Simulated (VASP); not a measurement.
# Be (P4_322) in VASP: relaxation of cell and atoms with PBE

Aim: the relaxation of cell and atoms of Be with PBE.

Program: VASP 6.6.1. These are calculated values, not measurements. Logs are shortened: lines on timing, memory, paths and dates and some standing lists are left out, and cuts for length are marked.

### Step 1. The cell of the first run

It takes space group P4_322 (No. 95, tetragonal). Conventional cell: a = 5.308 Å, b = 5.308 Å, c = 4.222 Å, α = 90.00°, β = 90.00°, γ = 90.00°. Be (site symmetry 2) has 6 Be at 2.03 to 2.30 Å within 2.7 Å. Be (site symmetry 1) has 9 Be at 2.03 to 2.48 Å within 2.7 Å.

The cell was generated, and may not be a known phase.

### Step 2. Relaxation of cell and atoms, PBE

Contents of INCAR:

```
PREC = Accurate
ENCUT = 600
EDIFF = 1E-7
ISMEAR = 0
SIGMA = 0.1
LREAL = False
LASPH = True
NELM = 100
ALGO = Fast
ISIF = 3
LWAVE = False
LCHARG = False
GGA = PE
IBRION = 2
NSW = 100
EDIFFG = -0.01
```

Contents of KPOINTS:

```
regular mesh
0
Gamma
  8 8 10
```

Contents of POSCAR:

```
Be
1.0
    5.3082938875      0.0000000000      0.0000000000
    0.0000000000      5.3082938875      0.0000000000
    0.0000000000      0.0000000000      4.2224889574
Be
12
Direct
    0.8358886825      0.8358886825      0.6250000000
    0.1641113175      0.1641113175      0.1250000000
    0.1641113175      0.8358886825      0.3750000000
    0.8358886825      0.1641113175      0.8750000000
    0.2332212474      0.5272263160      0.0018481480
    0.7667787526      0.4727736840      0.5018481480
    0.4727736840      0.2332212474      0.7518481480
    0.5272263160      0.7667787526      0.2518481480
    0.7667787526      0.5272263160      0.9981518520
    0.2332212474      0.4727736840      0.4981518520
    0.5272263160      0.2332212474      0.2481518520
    0.4727736840      0.7667787526      0.7481518520
```

Potentials or basis: VASP PAW PBE potentials, release 64 (Be).

Command:

```sh
cat potpaw_PBE.64/Be/POTCAR > POTCAR
mpirun -np 1 vasp_std > vasp.out
```

OUTCAR:

```text
PREC = Accurate
   ENCUT = 600
   EDIFF = 1E-7
   ISMEAR = 0
   LREAL = False
   LASPH = True
   NELM = 100
   ISIF = 3
   GGA = PE
   IBRION = 2
   NSW = 100
   EDIFFG = -0.01

 ion  position               nearest neighbor table
   1  0.836  0.836  0.625-   6 2.03  12 2.03   3 2.04   4 2.04   9 2.30   8 2.30
   2  0.164  0.164  0.125-   5 2.03  11 2.03   3 2.04   4 2.04  10 2.30   7 2.30
   3  0.164  0.836  0.375-   8 2.03  10 2.03   1 2.04   2 2.04   5 2.30  12 2.30
   4  0.836  0.164  0.875-   7 2.03   9 2.03   1 2.04   2 2.04   6 2.30  11 2.30
   5  0.233  0.527  0.002-   2 2.03  12 2.09  10 2.12  10 2.15   8 2.27   7 2.27   3 2.30
   6  0.767  0.473  0.502-   1 2.03  11 2.09   9 2.12   9 2.15   8 2.27   7 2.27   4 2.30
   7  0.473  0.233  0.752-   4 2.03  10 2.09  11 2.12  11 2.15   6 2.27   5 2.27   2 2.30
   8  0.527  0.767  0.252-   3 2.03   9 2.09  12 2.12  12 2.15   6 2.27   5 2.27   1 2.30
   9  0.767  0.527  0.998-   4 2.03   8 2.09   6 2.12   6 2.15  11 2.27  12 2.27   1 2.30
  10  0.233  0.473  0.498-   3 2.03   7 2.09   5 2.12   5 2.15  11 2.27  12 2.27   2 2.30
  11  0.527  0.233  0.248-   2 2.03   6 2.09   7 2.12   7 2.15   9 2.27  10 2.27   4 2.30
  12  0.473  0.767  0.748-   1 2.03   5 2.09   8 2.12   8 2.15   9 2.27  10 2.27   3 2.30

  LATTYP: Found a simple tetragonal cell.
 ALAT       =     5.3082938875
 C/A-ratio  =     0.7954512404

  Lattice vectors:

 A1 = (   5.3082938875,   0.0000000000,   0.0000000000)
 A2 = (   0.0000000000,   5.3082938875,   0.0000000000)
 A3 = (   0.0000000000,   0.0000000000,   4.2224889574)

Analysis of symmetry for initial positions (statically):
=====================================================================
 Subroutine PRICEL returns:
 Original cell was already a primitive cell.

 Routine SETGRP: Setting up the symmetry group for a
 simple tetragonal supercell.

 Subroutine GETGRP returns: Found  8 space group operations
 (whereof  2 operations were pure point group operations)
 out of a pool of 16 trial point group operations.

The static configuration has the point symmetry C_2 .
 The point group associated with its full space group is D_4 .

Analysis of symmetry for dynamics (positions and initial velocities):
=====================================================================
 Subroutine PRICEL returns:
 Original cell was already a primitive cell.

 Routine SETGRP: Setting up the symmetry group for a
 simple tetragonal supercell.

 Subroutine GETGRP returns: Found  8 space group operations
 (whereof  2 operations were pure point group operations)
 out of a pool of 16 trial point group operations.

The dynamic configuration has the point symmetry C_2 .
 The point group associated with its full space group is D_4 .

 Subroutine INISYM returns: Found  8 space group operations
 (whereof  2 operations are pure point group operations),
 and found     1 'primitive' translations

----------------------------------------------------------------------------------------

                                     Primitive cell

  volume of cell :     118.9812

  direct lattice vectors                    reciprocal lattice vectors
     5.308293887  0.000000000  0.000000000     0.188384445  0.000000000  0.000000000
     0.000000000  5.308293887  0.000000000     0.000000000  0.188384445  0.000000000
     0.000000000  0.000000000  4.222488957     0.000000000  0.000000000  0.236827144

  length of vectors
     5.308293887  5.308293887  4.222488957     0.188384445  0.188384445  0.236827144

  position of ions in fractional coordinates (direct lattice)
     0.835888682  0.835888682  0.625000000
     0.164111318  0.164111318  0.125000000
     0.164111318  0.835888682  0.375000000
     0.835888682  0.164111318  0.875000000
     0.233221247  0.527226316  0.001848148
     0.766778753  0.472773684  0.501848148
     0.472773684  0.233221247  0.751848148
     0.527226316  0.766778753  0.251848148
     0.766778753  0.527226316  0.998151852
     0.233221247  0.472773684  0.498151852
     0.527226316  0.233221247  0.248151852
     0.472773684  0.766778753  0.748151852

  ion indices of the primitive-cell ions
   primitive index   ion index
                 1           1
                 2           2
                 3           3
                 4           4
                 5           5
                 6           6
                 7           7
                 8           8
                 9           9
                10          10
                11          11
                12          12

----------------------------------------------------------------------------------------

 KPOINTS: regular mesh

Automatic generation of k-mesh.
 Grid dimensions read from file:
 generate k-points for:    8    8   10

 Generating k-lattice:

  Cartesian coordinates                     Fractional coordinates (reciprocal lattice)
     0.023548056  0.000000000  0.000000000     0.125000000  0.000000000  0.000000000
     0.000000000  0.023548056  0.000000000     0.000000000  0.125000000  0.000000000
     0.000000000  0.000000000  0.023682714     0.000000000  0.000000000  0.100000000

  Length of vectors
     0.023548056  0.023548056  0.023682714

  Shift w.r.t. Gamma in fractional coordinates (k-lattice)
     0.000000000  0.000000000  0.000000000

 Subroutine IBZKPT returns following result:
 ===========================================

 Found     90 irreducible k-points:

 Following reciprocal coordinates:
            Coordinates               Weight
  0.000000  0.000000  0.000000      1.000000
  0.125000  0.000000  0.000000      4.000000
  0.250000  0.000000  0.000000      4.000000
  0.375000  0.000000  0.000000      4.000000
  0.500000  0.000000  0.000000      2.000000
  0.125000  0.125000  0.000000      4.000000
[... 16 lines left out ...]
  0.375000  0.125000  0.100000     16.000000
  0.500000  0.125000  0.100000      8.000000
 [... further k-points ...]
   k-points           NKPTS =     90   k-points in BZ     NKDIM =     90   number of bands    NBANDS=     19
   number of dos      NEDOS =    301   number of ions     NIONS =     12
   total plane-waves  NPLWV =  63504
   dimension x,y,z NGX =    42 NGY =   42 NGZ =   36
   dimension x,y,z NGXF=    84 NGYF=   84 NGZF=   72
   ions per type =              12
   NGX,Y,Z   is equivalent  to a cutoff of  13.15, 13.15, 14.17 a.u.
   NGXF,Y,Z  is equivalent  to a cutoff of  26.31, 26.31, 28.35 a.u.
 SYSTEM =  unknown system
   PREC   = accura    normal or accurate (medium, high low for compatibility)
   ISTART =      0    job   : 0-new  1-cont  2-samecut
   ICHARG =      2    charge: 1-file 2-atom 10-const
   ISPIN  =      1    spin polarized calculation?
   LNONCOLLINEAR =      F non collinear calculations
   LSORBIT =      F    spin-orbit coupling
   LASPH  =      T    aspherical Exc in radial PAW
   ENCUT  =  600.0 eV  44.10 Ry    6.64 a.u.  10.60 10.60  8.43*2*pi/ulx,y,z
   NELM   =    100;   NELMIN=  2; NELMDL= -5     # of ELM steps
   EDIFF  = 0.1E-06   stopping-criterion for ELM
   LREAL  =      F    real-space projection
   EDIFFG = -.1E-01   stopping-criterion for IOM
   NSW    =    100    number of steps for IOM
   IBRION =      2    ionic relax: 0-MD 1-quasi-New 2-CG
   NFREE  =      1    steps in history (QN), initial steepest desc. (CG)
   ISIF   =      3    stress and relaxation
   ISYM   =      2    0-nonsym 1-usesym 2-fastsym
   POTIM  = 0.5000    time-step for ionic-motion
   TEBEG  =    0.0;   TEEND  =   0.0 temperature during run
   PSTRESS=    0.0 pullay stress
   NELECT =      24.0000    total number of electrons
   NUPDOWN=      -1.0000    fix difference up-down
   EMIN   =  10.00;   EMAX   =-10.00  energy-range for DOS
   EFERMI =   0.00;   METHOD = LEGACY
   ISMEAR =     0;   SIGMA  =   0.10  broadening in eV -4-tet -1-fermi 0-gaus
   EFERMI_NEDOS =   21; number of points for ismear=-14 and -15
   IALGO  =     68    algorithm
   IMIX   =      4    mixing-type and parameters
     AMIX     =   0.40;   BMIX     =  1.00
     AMIX_MAG =   1.60;   BMIX_MAG =  1.00
  volume/ion in A,a.u.               =       9.92        66.91
  Fermi-wavevector in a.u.,A,eV,Ry     =   0.960106  1.814337 12.541893  0.921803
  Thomas-Fermi vector in A             =   2.089361
   LORBIT       =      0    0 simple, 1 ext, 2 COOP (PROOUT), +10 PAW based schemes
   GGA     = PE    functional components
   LHFCALC =     F    Hartree Fock is set to
   AEXX    =    0.0000 exact exchange contribution
   IVDW    =     0    specifies the selected vdW correction
   LEPSILON=     F    determine dielectric tensor
   LRPA    =     F    only Hartree local field effects (RPA)
 conjugate gradient relaxation of ions
 non-spin polarized calculation
 RMM-DIIS sequential band-by-band and
 Gauss-broadening in eV      SIGMA  =   0.10
  energy-cutoff  :      600.00
  volume of cell :      118.98
 maximum number of plane-waves:      4000
   NGX = 21   NGY = 21   NGZ = 17

--------------------------------------- Ionic step        1  -------------------------------------------

 number of electron      24.0000000 magnetization

 Free energy of the ion-electron system (eV)
  ---------------------------------------------------
  ext. energy  EPLUGINS =         0.00000000
  ---------------------------------------------------
  free energy    TOTEN  =       -38.48539598 eV

  energy without entropy =      -38.46504009  energy(sigma->0) =      -38.47521803

------------------------ aborting loop because EDIFF is reached ----------------------------------------

  FORCE on cell =-STRESS in cart. coord.  units (eV):
  Direction    XX          YY          ZZ          XY          YZ          ZX
  --------------------------------------------------------------------------------------
  -------------------------------------------------------------------------------------
  Total       -0.0180441     -0.0180441      0.2369686      0.0000000      0.0000000      0.0000000
  in kB       -0.2429782     -0.2429782      3.1909719      0.0000000      0.0000000      0.0000000
  external PRESSURE =       0.9016719 kB  Pullay stress =       0.0000000 kB
[... 215 lines left out ...]
  energy  without entropy=      -38.4673832481  energy(sigma->0) =      -38.47752763

--------------------------------------- Ionic step        6  -------------------------------------------

 number of electron      24.0000000 magnetization

 Free energy of the ion-electron system (eV)
  ---------------------------------------------------
  ext. energy  EPLUGINS =         0.00000000
  ---------------------------------------------------
  free energy    TOTEN  =       -38.48780579 eV

  energy without entropy =      -38.46753685  energy(sigma->0) =      -38.47767132

 E-fermi :   4.3406     XC(G=0):  -9.7349

 val. band max:        4.3381795387   @ k =   0.3750   0.0000   0.3000
 cond. band min:       4.3407722164   @ k =   0.3750   0.0000   0.1000
 fundamental gap:      0.0025926777
 Fermi energy:         4.3405695170

 k-point     1 :       0.0000    0.0000    0.0000
  band No.  band energies     occupation
      1      -5.1011      2.00000
      2      -1.0821      2.00000
      3      -1.0821      2.00000
      4      -0.8889      2.00000
      5      -0.7781      2.00000
      6       1.0374      2.00000
[... 11 lines left out ...]
     18       7.9802      0.00000
     19       8.0436      0.00000
[... 489 lines left out ...]
      3      -1.1755      2.00000
      4      -0.3995      2.00000
      5       0.3470      2.00000
      6       0.8881      2.00000
[... 11 lines left out ...]
     18       8.0738      0.00000
     19       8.7920      0.00000

 [... further k-points ...]
[... 5 lines left out ...]
  --------------------------------------------------------------------------------------
  -------------------------------------------------------------------------------------
  Total       -0.0042662     -0.0042662      0.0211661      0.0000000     -0.0000000      0.0000000
  in kB       -0.0572404     -0.0572404      0.2839873      0.0000000     -0.0000000      0.0000000
  external PRESSURE =       0.0565021 kB  Pullay stress =       0.0000000 kB
[... 27 lines left out ...]
  FREE ENERGIE OF THE ION-ELECTRON SYSTEM (eV)
  ---------------------------------------------------
  free  energy   TOTEN  =       -38.4878057910 eV

  energy  without entropy=      -38.4675368464  energy(sigma->0) =      -38.47767132

 reached required accuracy - stopping structural energy minimisation
```

It took 6.9 min on 1 thread of Intel Xeon Platinum 8488C (Sapphire Rapids), shared host; peak memory 0.36 GiB.

What came out:

| Item | Value |
| --- | --- |
| Free energy | -38.4878 eV |
| Relaxed volume | 9.95 Å³/atom |
| Relaxed cell | a = 5.311 Å, b = 5.311 Å, c = 4.233 Å, α = 90.00°, β = 90.00°, γ = 90.00° |
| Space group after relaxing (to 0.1 Å) | P4_322 (No. 95) |
| Energy gained by relaxing | 0.2 meV/atom |
| Ionic steps | 6 |
| Pressure after relaxing | 0.0 GPa |
| Largest force after relaxing | 0.010 eV/Å |
| Band gap on the k mesh | zero (bands 12 and 13 overlap by 1.31 eV) |

Forces in eV/Å, atoms in the order of the input:
```
Be   0.002  0.002  0.000
Be  -0.002 -0.002  0.000
Be  -0.002  0.002  0.000
Be   0.002 -0.002  0.000
Be   0.000 -0.008 -0.006
Be   0.000  0.008 -0.006
Be   0.008  0.000 -0.006
Be  -0.008  0.000 -0.006
Be   0.000 -0.008  0.006
Be   0.000  0.008  0.006
Be  -0.008  0.000  0.006
Be   0.008  0.000  0.006
```

The path:
```
step  energy change (eV)  largest force (eV/Å)  pressure (GPa)  volume (Å³)
   1              0.0000                0.0493            0.09       118.98
   2             -0.0012                0.0358            0.07       119.08
   3             -0.0018                0.0299            0.06       119.20
   4             -0.0022                0.0165            0.02       119.31
   5             -0.0023                0.0186           -0.01       119.39
   6             -0.0024                0.0099            0.01       119.41
```

Final structure:
```yaml
crystal:
  lattice:
    - [5.31107, 0.00000, 0.00000]
    - [0.00000, 5.31107, 0.00000]
    - [0.00000, 0.00000, 4.23339]
  atoms:
    - { symbol: Be, position: [0.83545, 0.83545, 0.62500] }
    - { symbol: Be, position: [0.16455, 0.16455, 0.12500] }
    - { symbol: Be, position: [0.16455, 0.83545, 0.37500] }
    - { symbol: Be, position: [0.83545, 0.16455, 0.87500] }
    - { symbol: Be, position: [0.23504, 0.52711, 0.00211] }
    - { symbol: Be, position: [0.76496, 0.47289, 0.50211] }
    - { symbol: Be, position: [0.47289, 0.23504, 0.75211] }
    - { symbol: Be, position: [0.52711, 0.76496, 0.25211] }
    - { symbol: Be, position: [0.76496, 0.52711, 0.99789] }
    - { symbol: Be, position: [0.23504, 0.47289, 0.49789] }
    - { symbol: Be, position: [0.52711, 0.23504, 0.24789] }
    - { symbol: Be, position: [0.47289, 0.76496, 0.74789] }
```

Levels at points of the mesh, in eV from the Fermi level:
| k point | band 10 | band 11 | band 12 | band 13 | band 14 | band 15 |
| --- | --- | --- | --- | --- | --- | --- |
| (0.00, 0.00, 0.00) | -1.03 | -0.44 | -0.44 | -0.08 | 1.59 | 1.59 |
| (0.50, 0.00, 0.00) | -1.49 | -0.82 | -0.34 | 1.43 | 1.92 | 2.39 |
| (0.50, 0.50, 0.00) | -0.89 | -0.75 | -0.75 | 0.61 | 0.61 | 1.51 |
| (0.00, 0.00, 0.50) | -3.28 | -0.83 | -0.83 | 0.55 | 0.55 | 2.02 |
| (0.50, 0.00, 0.50) | -2.43 | -1.16 | -1.16 | 0.35 | 0.35 | 2.42 |
| (0.50, 0.50, 0.50) | 0.42 | 0.68 | 0.68 | 1.48 | 1.48 | 2.79 |
